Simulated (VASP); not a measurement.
# WSe2 in VASP: single point with PBE

Aim: the single point of WSe2 with PBE.

Everything below comes from runs of VASP 6.6.1. Logs are shortened: lines on timing, memory, paths and dates and some standing lists are left out, and cuts for length are marked.

## 1. The cell of the first run

The cell holds a slab with vacuum, 12 atoms: a = 3.321 Å, b = 3.321 Å, c = 38.770 Å, α = 90.00°, β = 90.00°, γ = 120.00°.

## 2. Single point, PBE

INCAR reads:

```
SYSTEM = WSe2
PREC     = Accurate       ! precision mode
ENCUT    = 520            ! plane-wave cutoff, eV
EDIFF    = 1E-6           ! SCF threshold, eV
ISMEAR   = 0              ! smearing method
SIGMA    = 0.05           ! smearing width, eV
LREAL    = .FALSE.        ! projectors in reciprocal space
LASPH    = .TRUE.         ! aspherical terms in the spheres
NELM     = 60             ! most SCF steps
ALGO     = Normal         ! electronic algorithm
ISIF     = 2              ! what is computed and relaxed
LWAVE    = .FALSE.        ! write WAVECAR
LCHARG   = .FALSE.        ! write CHGCAR
GGA      = PE             ! functional
NBANDS   = 64             ! bands
KPAR     = 4
```

KPOINTS reads:

```
regular mesh
0
G
  12 12 1
  0 0 0
```

POSCAR reads:

```
WSe2
1.0
    3.3206779314      0.0000000000      0.0000000000
   -1.6603389657      2.8757914463      0.0000000000
    0.0000000000      0.0000000000     38.7701078913
W Se
4 8
Direct
    0.6666666667      0.3333333333      0.9017078408
    0.6666666667      0.3333333333      0.2946354236
    0.3333333333      0.6666666667      0.7053645764
    0.3333333333      0.6666666667      0.0982921592
    0.3856621712      0.6928310856      0.9483935881
    0.3856621712      0.6928310856      0.3413162827
    0.7189955045      0.3594977523      0.7520510206
    0.7189955045      0.3594977523      0.1449779673
    0.3856621712      0.6928310856      0.8618176549
    0.3856621712      0.6928310856      0.2547446016
    0.7189955045      0.3594977523      0.6654793395
    0.7189955045      0.3594977523      0.0584020341
```

Potentials or basis: VASP PAW PBE potentials, release 64 (W_sv, Se).

Run with:

```bash
$ cat potpaw_PBE.64/W_sv/POTCAR potpaw_PBE.64/Se/POTCAR > POTCAR
$ mpirun -np 4 vasp_std > vasp.out
```

OUTCAR:

```text
SYSTEM = WSe2
   PREC = Accurate
   ENCUT = 520
   EDIFF = 1E-6
   ISMEAR = 0
   LREAL = .FALSE.
   LASPH = .TRUE.
   NELM = 60
   ISIF = 2
   GGA = PE

 ion  position               nearest neighbor table
   1  0.667  0.333  0.902-   9 2.41   9 2.41   9 2.58   5 2.59   5 2.59   5 2.75
   2  0.667  0.333  0.295-  10 2.41  10 2.41  10 2.58   6 2.59   6 2.59   6 2.75
   3  0.333  0.667  0.705-  11 2.35  11 2.53  11 2.53   7 2.53   7 2.70   7 2.70
   4  0.333  0.667  0.098-  12 2.35  12 2.53  12 2.53   8 2.53   8 2.69   8 2.69
   5  0.386  0.693  0.948-   1 2.59   1 2.59   1 2.75
   6  0.386  0.693  0.341-   2 2.59   2 2.59   2 2.75
   7  0.719  0.359  0.752-   3 2.53   3 2.70   3 2.70
   8  0.719  0.359  0.145-   4 2.53   4 2.69   4 2.69
   9  0.386  0.693  0.862-   1 2.41   1 2.41   1 2.58
  10  0.386  0.693  0.255-   2 2.41   2 2.41   2 2.58
  11  0.719  0.359  0.665-   3 2.35   3 2.53   3 2.53
  12  0.719  0.359  0.058-   4 2.35   4 2.53   4 2.53

  LATTYP: Found a hexagonal cell.
 ALAT       =     3.3206779314
 C/A-ratio  =    11.6753592767

  Lattice vectors:

 A1 = (   3.3206779314,   0.0000000000,   0.0000000000)
 A2 = (  -1.6603389657,   2.8757914463,   0.0000000000)
 A3 = (   0.0000000000,   0.0000000000,  38.7701078913)

Analysis of symmetry for initial positions (statically):
=====================================================================
 Subroutine PRICEL returns:
 Original cell was already a primitive cell.

 Routine SETGRP: Setting up the symmetry group for a
 hexagonal supercell.

 Subroutine GETGRP returns: Found  2 space group operations
 (whereof  2 operations were pure point group operations)
 out of a pool of 24 trial point group operations.

The static configuration has the point symmetry C_1h.

Analysis of symmetry for dynamics (positions and initial velocities):
=====================================================================
 Subroutine PRICEL returns:
 Original cell was already a primitive cell.

 Routine SETGRP: Setting up the symmetry group for a
 hexagonal supercell.

 Subroutine GETGRP returns: Found  2 space group operations
 (whereof  2 operations were pure point group operations)
 out of a pool of 24 trial point group operations.

The dynamic configuration has the point symmetry C_1h.

 Subroutine INISYM returns: Found  2 space group operations
 (whereof  2 operations are pure point group operations),
 and found     1 'primitive' translations

----------------------------------------------------------------------------------------

                                     Primitive cell

  volume of cell :     370.2381

  direct lattice vectors                    reciprocal lattice vectors
     3.320677931  0.000000000  0.000000000     0.301143327  0.173865181  0.000000000
    -1.660338966  2.875791446  0.000000000     0.000000000  0.347730362  0.000000000
     0.000000000  0.000000000 38.770107891     0.000000000  0.000000000  0.025793067

  length of vectors
     3.320677931  3.320677931 38.770107891     0.347730362  0.347730362  0.025793067

  position of ions in fractional coordinates (direct lattice)
     0.666666667  0.333333333  0.901707841
     0.666666667  0.333333333  0.294635424
     0.333333333  0.666666667  0.705364576
     0.333333333  0.666666667  0.098292159
     0.385662171  0.692831086  0.948393588
     0.385662171  0.692831086  0.341316283
     0.718995505  0.359497752  0.752051021
     0.718995505  0.359497752  0.144977967
     0.385662171  0.692831086  0.861817655
     0.385662171  0.692831086  0.254744602
     0.718995505  0.359497752  0.665479340
     0.718995505  0.359497752  0.058402034

  ion indices of the primitive-cell ions
   primitive index   ion index
                 1           1
                 2           2
                 3           3
                 4           4
                 5           5
                 6           6
                 7           7
                 8           8
                 9           9
                10          10
                11          11
                12          12

----------------------------------------------------------------------------------------

 KPOINTS: regular mesh

Automatic generation of k-mesh.
 Grid dimensions read from file:
 generate k-points for:   12   12    1

 Generating k-lattice:

  Cartesian coordinates                     Fractional coordinates (reciprocal lattice)
     0.025095277  0.014488765  0.000000000     0.083333333  0.000000000  0.000000000
     0.000000000  0.028977530  0.000000000     0.000000000  0.083333333  0.000000000
     0.000000000  0.000000000  0.025793067     0.000000000  0.000000000  1.000000000

  Length of vectors
     0.028977530  0.028977530  0.025793067

  Shift w.r.t. Gamma in fractional coordinates (k-lattice)
     0.000000000  0.000000000  0.000000000

 Subroutine IBZKPT returns following result:
 ===========================================

 Found     43 irreducible k-points:

 Following reciprocal coordinates:
            Coordinates               Weight
  0.000000  0.000000  0.000000      1.000000
  0.083333  0.000000  0.000000      2.000000
  0.000000  0.083333  0.000000      4.000000
  0.166667  0.000000  0.000000      2.000000
  0.000000  0.166667  0.000000      4.000000
  0.250000  0.000000  0.000000      2.000000
[... 16 lines left out ...]
 -0.083333  0.416667  0.000000      4.000000
 -0.416667  0.333333  0.000000      4.000000
 [... further k-points ...]
   k-points           NKPTS =     43   k-points in BZ     NKDIM =     43   number of bands    NBANDS=     64
   number of dos      NEDOS =    301   number of ions     NIONS =     12
   total plane-waves  NPLWV = 225792
   dimension x,y,z NGX =    28 NGY =   28 NGZ =  288
   dimension x,y,z NGXF=    56 NGYF=   56 NGZF=  576
   ions per type =               4   8
   NGX,Y,Z   is equivalent  to a cutoff of  14.02, 14.02, 12.35 a.u.
   NGXF,Y,Z  is equivalent  to a cutoff of  28.04, 28.04, 24.70 a.u.
 SYSTEM =  WSe2
   PREC   = accura    normal or accurate (medium, high low for compatibility)
   ISTART =      0    job   : 0-new  1-cont  2-samecut
   ICHARG =      2    charge: 1-file 2-atom 10-const
   ISPIN  =      1    spin polarized calculation?
   LNONCOLLINEAR =      F non collinear calculations
   LSORBIT =      F    spin-orbit coupling
   LASPH  =      T    aspherical Exc in radial PAW
   ENCUT  =  520.0 eV  38.22 Ry    6.18 a.u.   6.17  6.17 72.09*2*pi/ulx,y,z
   NELM   =     60;   NELMIN=  2; NELMDL= -5     # of ELM steps
   EDIFF  = 0.1E-05   stopping-criterion for ELM
   LREAL  =      F    real-space projection
   EDIFFG = 0.1E-04   stopping-criterion for IOM
   NSW    =      0    number of steps for IOM
   IBRION =     -1    ionic relax: 0-MD 1-quasi-New 2-CG
   NFREE  =      0    steps in history (QN), initial steepest desc. (CG)
   ISIF   =      2    stress and relaxation
   ISYM   =      2    0-nonsym 1-usesym 2-fastsym
   POTIM  = 0.5000    time-step for ionic-motion
   TEBEG  =    0.0;   TEEND  =   0.0 temperature during run
   PSTRESS=    0.0 pullay stress
   NELECT =     104.0000    total number of electrons
   NUPDOWN=      -1.0000    fix difference up-down
   EMIN   =  10.00;   EMAX   =-10.00  energy-range for DOS
   EFERMI =   0.00;   METHOD = LEGACY
   ISMEAR =     0;   SIGMA  =   0.05  broadening in eV -4-tet -1-fermi 0-gaus
   EFERMI_NEDOS =   21; number of points for ismear=-14 and -15
   IALGO  =     38    algorithm
   IMIX   =      4    mixing-type and parameters
     AMIX     =   0.40;   BMIX     =  1.00
     AMIX_MAG =   1.60;   BMIX_MAG =  1.00
  volume/ion in A,a.u.               =      30.85       208.21
  Fermi-wavevector in a.u.,A,eV,Ry     =   1.072158  2.026085 15.640214  1.149523
  Thomas-Fermi vector in A             =   2.207920
   LORBIT       =      0    0 simple, 1 ext, 2 COOP (PROOUT), +10 PAW based schemes
   GGA     = PE    functional components
   LHFCALC =     F    Hartree Fock is set to
   AEXX    =    0.0000 exact exchange contribution
   IVDW    =     0    specifies the selected vdW correction
   LEPSILON=     F    determine dielectric tensor
   LRPA    =     F    only Hartree local field effects (RPA)
 non-spin polarized calculation
 Gauss-broadening in eV      SIGMA  =   0.05
  energy-cutoff  :      520.00
  volume of cell :      370.24
 maximum number of plane-waves:     10020
 NGX is ok and might be reduce to    28
   NGX = 13   NGY = 13   NGZ =145

 number of electron     104.0000002 magnetization

 Free energy of the ion-electron system (eV)
  ---------------------------------------------------
  ext. energy  EPLUGINS =         0.00000000
  ---------------------------------------------------
  free energy    TOTEN  =       -84.71006602 eV

  energy without entropy =      -84.71006602  energy(sigma->0) =      -84.71006602

 E-fermi :   2.7282     XC(G=0):  -7.6672

 val. band max:        2.2781698254   @ k =   0.3333   0.3333   0.0000
 cond. band min:       3.3962133981   @ k =   0.1667   0.1667   0.0000
 fundamental gap:      1.1180435727
 Fermi energy:         2.7281964683

 k-point     1 :       0.0000    0.0000    0.0000
  band No.  band energies     occupation
      1     -72.0590      2.00000
      2     -71.9491      2.00000
      3     -71.8552      2.00000
      4     -71.7442      2.00000
      5     -36.3026      2.00000
      6     -36.2094      2.00000
[... 56 lines left out ...]
     63       5.5827      0.00000
     64       5.7883      0.00000

 k-point     2 :       0.0833    0.0000    0.0000
  band No.  band energies     occupation
      1     -72.0584      2.00000
      2     -71.9485      2.00000
      3     -71.8546      2.00000
      4     -71.7436      2.00000
      5     -36.3002      2.00000
      6     -36.2127      2.00000
[... 1530 lines left out ...]
     63       5.4695      0.00000
     64       5.6812      0.00000

 [... further k-points ...]

------------------------ aborting loop because EDIFF is reached ----------------------------------------

  FORCE on cell =-STRESS in cart. coord.  units (eV):
  Direction    XX          YY          ZZ          XY          YZ          ZX
  --------------------------------------------------------------------------------------
  -------------------------------------------------------------------------------------
  Total        3.8635153      3.9465789      5.5960593     -0.0719352      1.9363396      3.3538352
  in kB       16.7190679     17.0785193     24.2165203     -0.3112940      8.3793622     14.5134661
  external PRESSURE =      19.3380358 kB  Pullay stress =       0.0000000 kB

 VOLUME and BASIS-vectors are now :
 -----------------------------------------------------------------------------
  energy-cutoff  :      520.00
  volume of cell :      370.24
      direct lattice vectors                 reciprocal lattice vectors
     3.320677931  0.000000000  0.000000000     0.301143327  0.173865181  0.000000000
    -1.660338966  2.875791446  0.000000000     0.000000000  0.347730362  0.000000000
     0.000000000  0.000000000 38.770107891     0.000000000  0.000000000  0.025793067

 POSITION                                       TOTAL-FORCE (eV/Angst)
 -----------------------------------------------------------------------------------
      1.66034      0.95860     34.95931         2.251390      1.299841      3.747117
      1.66034      0.95860     11.42305         2.252697      1.300595      3.749429
     -0.00000      1.91719     27.34706         2.495694      1.440890      3.791267
     -0.00000      1.91719      3.81080         2.493526      1.439638      3.786779
      0.13033      1.99244     36.76932        -0.836710     -0.483075     -1.321634
      0.13033      1.99244     13.23287        -0.837862     -0.483740     -1.324433
      1.79066      1.03384     29.15710        -0.850151     -0.490835     -1.307013
      1.79066      1.03384      5.62081        -0.849730     -0.490592     -1.306380
      0.13033      1.99244     33.41276        -1.414788     -0.816828     -2.425375
      0.13033      1.99244      9.87648        -1.414995     -0.816948     -2.425354
      1.79066      1.03384     25.80071        -1.645395     -0.949969     -2.483857
      1.79066      1.03384      2.26425        -1.643676     -0.948977     -2.480546
 -----------------------------------------------------------------------------------
    total drift:                                0.000076      0.000044      0.000026

  FREE ENERGIE OF THE ION-ELECTRON SYSTEM (eV)
  ---------------------------------------------------
  free  energy   TOTEN  =       -84.7100660222 eV

  energy  without entropy=      -84.7100660222  energy(sigma->0) =      -84.71006602
```

Wall time 13 min (4 MPI ranks of Intel Xeon Platinum 8375C at 2.90GHz (Ice Lake), shared host); peak memory 1 GiB.

What came out:

```
Free energy            : -84.7101 eV
Largest force          : 4.762 eV/Å
Band gap on the k mesh : 1.12 eV (least direct gap 1.22 eV)
```

Forces on the atoms (eV/Å):
```
W    2.251  1.300  3.747
W    2.253  1.301  3.749
W    2.496  1.441  3.791
W    2.494  1.440  3.787
Se  -0.837 -0.483 -1.322
Se  -0.838 -0.484 -1.324
Se  -0.850 -0.491 -1.307
Se  -0.850 -0.491 -1.306
Se  -1.415 -0.817 -2.425
Se  -1.415 -0.817 -2.425
Se  -1.645 -0.950 -2.484
Se  -1.644 -0.949 -2.481
```

Levels at points of the mesh, in eV from the valence-band top:
| k point | band 49 | band 50 | band 51 | band 52 | band 53 | band 54 | band 55 | band 56 |
| --- | --- | --- | --- | --- | --- | --- | --- | --- |
| (0.00, 0.00, 0.00) | -0.40 | -0.26 | -0.16 | -0.03 | 1.85 | 1.96 | 2.06 | 2.16 |
| (0.50, 0.00, 0.00) | -0.96 | -0.93 | -0.75 | -0.72 | 2.03 | 2.11 | 2.24 | 2.30 |
| (0.00, 0.50, 0.00) | -0.73 | -0.53 | -0.52 | -0.32 | 1.95 | 2.15 | 2.15 | 2.35 |

Caveat: the cell differs from its parent crystal (all Se atoms moved -0.200 Å, as atom 5 towards its neighbour atom 1 (W) at 2.548 Å); there is no dipole correction, which matters where the two faces differ; spin-orbit coupling is left out, which moves the levels of the heavy elements.
